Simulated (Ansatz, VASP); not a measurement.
**Two plane-wave programs on TaCuSe3**

```xyz
5
Lattice="4.1191 0.0000 0.0000 0.0000 4.1191 0.0000 0.0000 0.0000 6.6006" Properties=species:S:1:pos:R:3 pbc="T T T"
Ta    0.0000    0.0000    0.9391
Cu    2.0595    2.0595    3.9595
Se    2.0595    2.0595    6.2904
Se    0.0000    2.0595    2.5243
Se    2.0595    0.0000    2.5243
```

Alike in both runs: functional PBE; k mesh 4 × 4 × 4; occupations gaussian, width 0.1 eV; no spin polarisation.

Ansatz relaxed the structure, and its values are those at the end. VASP's run is a single point on that final structure, the one shown.

```csv
,VASP,Ansatz
version,VASP 6.6.1,Ansatz 0.2.0
potentials or method,"VASP PAW PBE potentials, release 64 (Ta_pv, Cu, Se), cutoff 520 eV","scalar-relativistic, plane waves, PAW"
valence electrons in the cell,40,80
```

|  | VASP | Ansatz | Ansatz less VASP |
| --- | --- | --- | --- |
| gap on the k mesh at the Fermi level (eV) | none | none | - |
| pressure (GPa) | 0.2 | 0.0 | -0.18 |
| rms of the force components (eV/Å) | 0.009 | 0.009 | +0.0007 |

A gap of «none» marks a metal or a gap that the smearing closes. VASP's potentials hold 40 valence electrons a cell and Ansatz's 80, so a difference there can come from the potentials and not from the codes.

The k mesh is coarse, so the values compare programs but aren't converged. Spin-orbit coupling is off throughout.
